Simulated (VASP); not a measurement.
Write the native input for VASP 6.6.1 that does the following.

| Quantity | Value |
| --- | --- |
| Task | single point |
| Functional | PBE |
| Potentials or basis | VASP PAW PBE potentials, release 64 (Mo_sv, C, O) |
| Cutoff | 520 eV |
| k mesh | 6 × 6 × 1 |
| Occupations | gaussian, width 0.1 eV |
| Spin | no spin polarisation |
| Dipole correction | yes |
| Further INCAR settings | ALGO = Normal; EDIFF = 1e-06; NBANDS = 57 |

The structure of Mo6CO lies in POSCAR:

```
Mo6CO
1.0
    4.4695765303      0.0000000000      0.0000000000
   -2.2347882651      3.8707668194      0.0000000000
    0.0000000000      0.0000000000     22.2595667262
Mo C O
6 1 1
Direct
    0.6666666667      0.3333333333      0.1796980170
    0.3333333333      0.6666666667      0.2206848206
    0.0000000000      0.0000000000      0.2616716241
    0.6666666667      0.3333333333      0.2990464568
    0.3333333333      0.6666666667      0.3355219825
    0.0000000000      0.0000000000      0.3710569405
    0.1666666667      0.3333333333      0.4438346374
    0.3114020655      0.6228041309      0.4573223254
```

One way to write it, as run:

INCAR

```
SYSTEM = Mo6CO
PREC = Accurate
ENCUT = 520
EDIFF = 1E-6
ISMEAR = 0
SIGMA = 0.1
LREAL = .FALSE.
LASPH = .TRUE.
NELM = 60
ALGO = Normal
ISIF = 2
LWAVE = .FALSE.
LCHARG = .TRUE.
LDIPOL = .TRUE.
IDIPOL = 3
DIPOL = 0.5 0.5 0.321
GGA = PE
LELF = .TRUE.
LVHAR = .TRUE.
LVACPOTAV = .TRUE.
NBANDS = 57
```

KPOINTS

```
regular mesh
0
G
  6 6 1
  0 0 0
```

Potentials or basis: VASP PAW PBE potentials, release 64 (Mo_sv, C, O).

Launch:

```sh
$ cat potpaw_PBE.64/Mo_sv/POTCAR potpaw_PBE.64/C/POTCAR potpaw_PBE.64/O/POTCAR > POTCAR
$ mpirun -np 1 vasp_std > vasp.out
```

Results of the run:

| Property | Result |
| --- | --- |
| Largest force | 3.250 eV/Å |
| Band gap on the k mesh | 0.04 eV, indirect (least direct gap 0.14 eV) |

Run time: 19 min on 1 thread of Oxide Virtual Turin-like Processor, with other jobs on the host, peak memory 0.59 GiB.
